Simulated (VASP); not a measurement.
A run of VASP 6.6.1 is set up as follows.

The input INCAR:

```
SYSTEM = SiC
ALGO     = Normal         ! electronic algorithm
EDIFF    = 1E-6           ! SCF threshold, eV
ENCUT    = 520            ! plane-wave cutoff, eV
GGA      = PS             ! functional
ISIF     = 2              ! what is computed and relaxed
ISMEAR   = 0              ! smearing method
LASPH    = .True.         ! aspherical terms in the spheres
LCHARG   = .True.         ! write CHGCAR
LELF     = .True.         ! ELF
LREAL    = .False.        ! projectors in reciprocal space
LVHAR    = .True.       
LWAVE    = .False.        ! write WAVECAR
NBANDS   = 36             ! bands
NELM     = 60             ! most SCF steps
PREC     = Accurate       ! precision mode
SIGMA    = 0.05           ! smearing width, eV
```

The input KPOINTS:

```
k-points
0
Gamma
  10 4 6
  0 0 0
```

The input POSCAR:

```
SiC
1.0
    3.0807515556      0.0000000000      0.0000000000
    0.0000000000      7.5462693354      0.0000000000
    0.0000000000      0.0000000000      5.3360182198
Si C
6 6
Direct
    0.0000000000      0.0000000000      0.0000000000
    0.0000000000      0.3333333333      0.6666666667
    1.0000000000      0.6666666667      0.3333333333
    0.5000000000      1.0000000000      0.5000000000
    0.5000000000      0.3333333333      0.1666666667
    0.5000000000      0.6666666667      0.8333333333
    0.5000000000      0.7500000000      0.5000000000
    0.5000000000      0.0833333333      0.1666666667
    0.5000000000      0.4166666667      0.8333333333
    1.0000000000      0.7500000000      1.0000000000
    0.0000000000      0.0833333333      0.6666666667
    1.0000000000      0.4166666667      0.3333333333
```

Potentials or basis: VASP PAW PBE potentials, release 64 (Si, C).

The run is started by

```sh
$ cat potpaw_PBE.64/Si/POTCAR potpaw_PBE.64/C/POTCAR > POTCAR
$ mpirun -np 1 vasp_std > vasp.out
```

Question: Predict the band gap on the k mesh.

Answer: 1.23 eV.

Question: Estimate the pressure.

Answer: 0.3 GPa.

Caveat: the PAW data sets were made with another functional, which shifts forces and pressure a little.

**Measured values to compare with.**

From “Insight into the structural, elastic and electronic properties of a new orthorhombic 6O-SiC polytype”, 2020, pmc:7200658, for a bulk crystal of SiC: band gap 2.4 eV (indirect).

Measured gap of SiC: 2.4 eV (indirect; quoted in “Insight into the structural, elastic and electronic properties of a new orthorhombic 6O-SiC polytype”, 2020, pmc:7200658). This calculation gives 1.23 eV (-1.17 eV). 2 values of this kind are on record in papers (2.39 to 2.4 eV); this one was drawn at random among those near their median. The value is that of PBEsol on a finite k mesh, which can miss the band edges, without temperature or zero-point motion. Semilocal functionals fall short of measured gaps as a rule.
